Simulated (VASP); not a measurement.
Mg2Si:

```
CELL_PARAMETERS angstrom
0.00000 3.16982 3.16982
3.16982 0.00000 3.16982
3.16982 3.16982 0.00000
ATOMIC_POSITIONS crystal
Mg 0.25000 0.25000 0.25000
Mg 0.75000 0.75000 0.75000
Si 0.00000 0.00000 0.00000
```

Program: VASP 6.6.1. Alike in all runs: potentials or basis VASP PAW PBE potentials, release 64 (Mg, Si); no spin polarisation; cell as given.

**Question.** Order these runs on this cell by their band gap on the k mesh, lowest first.
A. level PBEsol; k mesh 2 × 2 × 2, shifted; cutoff (eV) 600; smearing gaussian 0.1 eV
B. level PBE; k mesh 1 × 1 × 1, shifted; cutoff (eV) 520; smearing gaussian 0.136057 eV
C. level PBE+D3(BJ); k mesh 6 × 6 × 6; cutoff (eV) 600; smearing gaussian 0.1 eV

**Answer.** C (0.20 eV), A (2.04 eV), B (2.23 eV).

Caveats: some runs use coarse meshes.

A k mesh can miss the band edges, odd and even meshes differently.
